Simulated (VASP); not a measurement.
# NiSb (P6_3/mmc) in VASP: further runs

NiSb is run at these levels: PBE, PBEsol; tasks: single point.

All numbers are computed with VASP 6.6.1; they aren't measurements. Logs are shortened: lines on timing, memory, paths and dates and some standing lists are left out, and cuts for length are marked.

## 1. The cell of the first run

Symmetry: P6_3/mmc, No. 194, hexagonal system. Conventional cell: a = 3.940 Å, b = 3.940 Å, c = 5.140 Å, α = 90.00°, β = 90.00°, γ = 120.00°. Within 3.4 Å of Ni (site symmetry -3m) lie 2 Ni at 2.57 Å and 6 Sb at 2.61 Å. Within 3.5 Å of Sb (site symmetry -6m2) lie 6 Ni at 2.61 Å and 6 Sb at 3.43 Å.

## 2. Single point, PBE

Contents of INCAR:

```
SYSTEM = NiSb
PREC     = Accurate       ! precision mode
ENCUT    = 520            ! plane-wave cutoff, eV
EDIFF    = 1E-6           ! SCF threshold, eV
ISMEAR   = -1             ! smearing method
SIGMA    = 0.1            ! smearing width, eV
LREAL    = .FALSE.        ! projectors in reciprocal space
LASPH    = .TRUE.         ! aspherical terms in the spheres
NELM     = 60             ! most SCF steps
ALGO     = Normal         ! electronic algorithm
ISIF     = 2              ! what is computed and relaxed
LWAVE    = .FALSE.        ! write WAVECAR
LCHARG   = .TRUE.         ! write CHGCAR
GGA      = PE             ! functional
LELF     = .TRUE.         ! ELF
LVHAR    = .TRUE.       
NBANDS   = 23             ! bands
```

Contents of KPOINTS:

```
Automatic mesh
0
G
  2 2 2
  0 0 0
```

Contents of POSCAR:

```
NiSb
1.0
    3.9399999606      0.0000000000      0.0000000000
   -1.9699999803      3.4121400568      0.0000000000
    0.0000000000      0.0000000000      5.1400000000
Ni Sb
2 2
Direct
    0.0000000000      0.0000000000      0.0000000000
    0.0000000000      0.0000000000      0.5000000000
    0.3333333333      0.6666666667      0.2500000000
    0.6666666667      0.3333333333      0.7500000000
```

Potentials or basis: VASP PAW PBE potentials, release 64 (Ni, Sb).

Run with:

```sh
> cat potpaw_PBE.64/Ni/POTCAR potpaw_PBE.64/Sb/POTCAR > POTCAR
> mpirun -np 1 vasp_std > vasp.out
```

OUTCAR:

```text
SYSTEM = NiSb
   PREC = Accurate
   ENCUT = 520
   EDIFF = 1E-6
   ISMEAR = -1
   LREAL = .FALSE.
   LASPH = .TRUE.
   NELM = 60
   ISIF = 2
   GGA = PE

 ion  position               nearest neighbor table
   1  0.000  0.000  0.000-   2 2.57   2 2.57   4 2.61   3 2.61   4 2.61   3 2.61   4 2.61   3 2.61

   2  0.000  0.000  0.500-   1 2.57   1 2.57   4 2.61   3 2.61   4 2.61   3 2.61   4 2.61   3 2.61

   3  0.333  0.667  0.250-   1 2.61   2 2.61   1 2.61   2 2.61   1 2.61   2 2.61   4 3.43   4 3.43
                             4 3.43   4 3.43   4 3.43   4 3.43
   4  0.667  0.333  0.750-   1 2.61   2 2.61   1 2.61   2 2.61   1 2.61   2 2.61   3 3.43   3 3.43
                             3 3.43   3 3.43   3 3.43   3 3.43

  LATTYP: Found a hexagonal cell.
 ALAT       =     3.9399999606
 C/A-ratio  =     1.3045685410

  Lattice vectors:

 A1 = (   3.9399999606,   0.0000000000,   0.0000000000)
 A2 = (  -1.9699999803,   3.4121400568,   0.0000000000)
 A3 = (   0.0000000000,   0.0000000000,   5.1400000000)

Analysis of symmetry for initial positions (statically):
=====================================================================
 Subroutine PRICEL returns:
 Original cell was already a primitive cell.

 Routine SETGRP: Setting up the symmetry group for a
 hexagonal supercell.

 Subroutine GETGRP returns: Found 24 space group operations
 (whereof 12 operations were pure point group operations)
 out of a pool of 24 trial point group operations.

The static configuration has the point symmetry D_3d.
 The point group associated with its full space group is D_6h.

Analysis of symmetry for dynamics (positions and initial velocities):
=====================================================================
 Subroutine PRICEL returns:
 Original cell was already a primitive cell.

 Routine SETGRP: Setting up the symmetry group for a
 hexagonal supercell.

 Subroutine GETGRP returns: Found 24 space group operations
 (whereof 12 operations were pure point group operations)
 out of a pool of 24 trial point group operations.

The dynamic configuration has the point symmetry D_3d.
 The point group associated with its full space group is D_6h.

 Subroutine INISYM returns: Found 24 space group operations
 (whereof 12 operations are pure point group operations),
 and found     1 'primitive' translations

----------------------------------------------------------------------------------------

                                     Primitive cell

  volume of cell :      69.1013

  direct lattice vectors                    reciprocal lattice vectors
     3.939999961  0.000000000  0.000000000     0.253807109  0.146535603  0.000000000
    -1.969999980  3.412140057  0.000000000     0.000000000  0.293071206  0.000000000
     0.000000000  0.000000000  5.140000000     0.000000000  0.000000000  0.194552529

  length of vectors
     3.939999961  3.939999961  5.140000000     0.293071206  0.293071206  0.194552529

  position of ions in fractional coordinates (direct lattice)
     0.000000000  0.000000000  0.000000000
     0.000000000  0.000000000  0.500000000
     0.333333333  0.666666667  0.250000000
     0.666666667  0.333333333  0.750000000

  ion indices of the primitive-cell ions
   primitive index   ion index
                 1           1
                 2           2
                 3           3
                 4           4

----------------------------------------------------------------------------------------

 KPOINTS: Automatic mesh

Automatic generation of k-mesh.
 Grid dimensions read from file:
 generate k-points for:    2    2    2

 Generating k-lattice:

  Cartesian coordinates                     Fractional coordinates (reciprocal lattice)
     0.126903555  0.073267801  0.000000000     0.500000000  0.000000000  0.000000000
     0.000000000  0.146535603  0.000000000     0.000000000  0.500000000  0.000000000
     0.000000000  0.000000000  0.097276265     0.000000000  0.000000000  0.500000000

  Length of vectors
     0.146535603  0.146535603  0.097276265

  Shift w.r.t. Gamma in fractional coordinates (k-lattice)
     0.000000000  0.000000000  0.000000000

 Subroutine IBZKPT returns following result:
 ===========================================

 Found      4 irreducible k-points:

 Following reciprocal coordinates:
            Coordinates               Weight
  0.000000  0.000000  0.000000      1.000000
  0.500000  0.000000  0.000000      3.000000
  0.000000  0.000000  0.500000      1.000000
  0.500000  0.000000  0.500000      3.000000
   k-points           NKPTS =      4   k-points in BZ     NKDIM =      4   number of bands    NBANDS=     23
   number of dos      NEDOS =    301   number of ions     NIONS =      4
   total plane-waves  NPLWV =  36000
   dimension x,y,z NGX =    30 NGY =   30 NGZ =   40
   dimension x,y,z NGXF=    60 NGYF=   60 NGZF=   80
   ions per type =               2   2
   NGX,Y,Z   is equivalent  to a cutoff of  12.66, 12.66, 12.94 a.u.
   NGXF,Y,Z  is equivalent  to a cutoff of  25.32, 25.32, 25.87 a.u.
 SYSTEM =  NiSb
   PREC   = accura    normal or accurate (medium, high low for compatibility)
   ISTART =      0    job   : 0-new  1-cont  2-samecut
   ICHARG =      2    charge: 1-file 2-atom 10-const
   ISPIN  =      1    spin polarized calculation?
   LNONCOLLINEAR =      F non collinear calculations
   LSORBIT =      F    spin-orbit coupling
   LASPH  =      T    aspherical Exc in radial PAW
   ENCUT  =  520.0 eV  38.22 Ry    6.18 a.u.   7.33  7.33  9.56*2*pi/ulx,y,z
   NELM   =     60;   NELMIN=  2; NELMDL= -5     # of ELM steps
   EDIFF  = 0.1E-05   stopping-criterion for ELM
   LREAL  =      F    real-space projection
   EDIFFG = 0.1E-04   stopping-criterion for IOM
   NSW    =      0    number of steps for IOM
   IBRION =     -1    ionic relax: 0-MD 1-quasi-New 2-CG
   NFREE  =      0    steps in history (QN), initial steepest desc. (CG)
   ISIF   =      2    stress and relaxation
   ISYM   =      2    0-nonsym 1-usesym 2-fastsym
   POTIM  = 0.5000    time-step for ionic-motion
   TEBEG  =    0.0;   TEEND  =   0.0 temperature during run
   PSTRESS=    0.0 pullay stress
   NELECT =      30.0000    total number of electrons
   NUPDOWN=      -1.0000    fix difference up-down
   EMIN   =  10.00;   EMAX   =-10.00  energy-range for DOS
   EFERMI =   0.00;   METHOD = LEGACY
   ISMEAR =    -1;   SIGMA  =   0.10  broadening in eV -4-tet -1-fermi 0-gaus
   EFERMI_NEDOS =   21; number of points for ismear=-14 and -15
   IALGO  =     38    algorithm
   IMIX   =      4    mixing-type and parameters
     AMIX     =   0.40;   BMIX     =  1.00
     AMIX_MAG =   1.60;   BMIX_MAG =  1.00
  volume/ion in A,a.u.               =      17.28       116.58
  Fermi-wavevector in a.u.,A,eV,Ry     =   1.239614  2.342531 20.907300  1.536643
  Thomas-Fermi vector in A             =   2.374090
   LORBIT       =      0    0 simple, 1 ext, 2 COOP (PROOUT), +10 PAW based schemes
   GGA     = PE    functional components
   LHFCALC =     F    Hartree Fock is set to
   AEXX    =    0.0000 exact exchange contribution
   IVDW    =     0    specifies the selected vdW correction
   LEPSILON=     F    determine dielectric tensor
   LRPA    =     F    only Hartree local field effects (RPA)
 non-spin polarized calculation
  energy-cutoff  :      520.00
  volume of cell :       69.10
 maximum number of plane-waves:      1892
 NGX is ok and might be reduce to    30
   NGX = 15   NGY = 15   NGZ = 19

 number of electron      30.0000028 magnetization

 Free energy of the ion-electron system (eV)
  ---------------------------------------------------
  ext. energy  EPLUGINS =         0.00000000
  ---------------------------------------------------
  free energy    TOTEN  =       -19.84072309 eV

  energy without entropy =      -19.69449849  energy(sigma->0) =      -19.76761079

 E-fermi :  10.2041     XC(G=0): -11.4692

 val. band max:       10.1885960286   @ k =   0.0000   0.0000   0.5000
 cond. band min:      10.5236448152   @ k =   0.0000   0.0000   0.0000
 fundamental gap:      0.3350487866
 Fermi energy:        10.2041229917

 k-point     1 :       0.0000    0.0000    0.0000
  band No.  band energies     occupation
      1      -2.9743      2.00000
      2       1.5316      2.00000
      3       3.7344      2.00000
      4       6.0321      2.00000
      5       6.0321      2.00000
      6       6.8064      2.00000
[... 15 lines left out ...]
     22      16.3140      0.00000
     23      17.8115      0.00000

 k-point     2 :       0.5000    0.0000    0.0000
  band No.  band energies     occupation
      1      -0.4964      2.00000
      2       0.2193      2.00000
      3       4.0178      2.00000
      4       6.4031      2.00000
      5       6.4467      2.00000
      6       6.7588      2.00000
[... 15 lines left out ...]
     22      15.7853      0.00000
     23      21.1502      0.00000

 k-point     3 :       0.0000    0.0000    0.5000
  band No.  band energies     occupation
      1      -1.5798      2.00000
      2      -1.5798      2.00000
      3       6.7903      2.00000
      4       6.7903      2.00000
      5       6.7903      2.00000
      6       6.7903      2.00000
[... 15 lines left out ...]
     22      15.5669      0.00000
     23      15.5669      0.00000

 k-point     4 :       0.5000    0.0000    0.5000
  band No.  band energies     occupation
      1       0.1610      2.00000
      2       0.1610      2.00000
      3       3.5846      2.00000
      4       3.5846      2.00000
      5       6.6933      2.00000
      6       6.6933      2.00000
[... 15 lines left out ...]
     22      17.1853      0.00000
     23      20.7446      0.00000

------------------------ aborting loop because EDIFF is reached ----------------------------------------

  FORCE on cell =-STRESS in cart. coord.  units (eV):
  Direction    XX          YY          ZZ          XY          YZ          ZX
  --------------------------------------------------------------------------------------
  -------------------------------------------------------------------------------------
  Total        1.5166105      1.5166105      3.4725221      0.0000000      0.0000000     -0.0000000
  in kB       35.1640141     35.1640141     80.5136309      0.0000000      0.0000000     -0.0000000
  external PRESSURE =      50.2805531 kB  Pullay stress =       0.0000000 kB

 VOLUME and BASIS-vectors are now :
 -----------------------------------------------------------------------------
  energy-cutoff  :      520.00
  volume of cell :       69.10
      direct lattice vectors                 reciprocal lattice vectors
     3.939999961  0.000000000  0.000000000     0.253807109  0.146535603  0.000000000
    -1.969999980  3.412140057  0.000000000     0.000000000  0.293071206  0.000000000
     0.000000000  0.000000000  5.140000000     0.000000000  0.000000000  0.194552529

 POSITION                                       TOTAL-FORCE (eV/Angst)
 -----------------------------------------------------------------------------------
      0.00000      0.00000      0.00000        -0.000000      0.000000      0.000000
      0.00000      0.00000      2.57000        -0.000000      0.000000      0.000000
     -0.00000      2.27476      1.28500        -0.000000      0.000000      0.000000
      1.97000      1.13738      3.85500         0.000000      0.000000     -0.000000
 -----------------------------------------------------------------------------------
    total drift:                                0.000000     -0.000000     -0.000000

  FREE ENERGIE OF THE ION-ELECTRON SYSTEM (eV)
  ---------------------------------------------------
  free  energy   TOTEN  =       -19.8407230927 eV

  energy  without entropy=      -19.6944984861  energy(sigma->0) =      -19.76761079
```

Wall time 7.3 s (1 thread of AMD EPYC 9R45 (Zen 5), shared host); peak memory 0.14 GiB.

What came out:

| Quantity | Value |
| --- | --- |
| Free energy | -19.8407 eV |
| Pressure | 5.0 GPa |
| Band gap on the k mesh | zero (bands 15 and 16 overlap by 2.42 eV) |

Stress tensor (GPa, compression positive):
```
3.52 0.00 0.00
0.00 3.52 0.00
0.00 0.00 8.05
```

Caveat: the k points lie up to 0.92 Å⁻¹ apart, too coarse for converged energies and pressures of a metal; spin-orbit coupling is left out, which moves the levels of the heavy elements. Spin polarisation is off, so any magnetic state and its effect on volume and gap are missing.

## 3. Single point, PBEsol

Contents of INCAR:

```
PREC = Accurate ; ENCUT = 520
EDIFF = 1E-7 ; ISMEAR = 1
SIGMA = 0.083 ; LREAL = F
LASPH = T ; NELM = 100
ALGO = Normal ; ISIF = 2
LWAVE = F ; LCHARG = F
GGA = PS ; NBANDS = 23
```

Contents of KPOINTS:

```
Automatic mesh
0
Gamma
  3 3 2
```

POSCAR is that of step 2.

Potentials or basis: VASP PAW PBE potentials, release 64 (Ni, Sb).

Run with:

```sh
> cat potpaw_PBE.64/Ni/POTCAR potpaw_PBE.64/Sb/POTCAR > POTCAR
> mpirun -np 1 vasp_std > vasp.out
```

Run time: 11 s. Hardware: 1 thread of AMD EPYC 9R45 (Zen 5), shared host; peak memory 0.15 GiB.

Results (log left out):

* Free energy: -22.4211 eV
* Pressure: -0.7 GPa
* Band gap on the k mesh: zero (bands 15 and 16 overlap by 3.32 eV)

Stress tensor (GPa, compression positive):
```
-1.81  0.00  0.00
 0.00 -1.81  0.00
 0.00  0.00  1.61
```

Levels at points of the mesh, in eV from the Fermi level:
| k point | band 13 | band 14 | band 15 | band 16 | band 17 | band 18 |
| --- | --- | --- | --- | --- | --- | --- |
| (0.00, 0.00, 0.00) | -0.29 | 0.30 | 0.30 | 2.20 | 2.20 | 2.81 |
| (0.00, 0.00, 0.50) | -0.04 | -0.04 | 1.78 | 1.78 | 1.78 | 1.78 |

Caveat: the k points lie up to 0.61 Å⁻¹ apart, too coarse for converged energies and pressures of a metal; the PAW data sets were made with another functional, which shifts forces and pressure a little; spin-orbit coupling is left out, which moves the levels of the heavy elements.
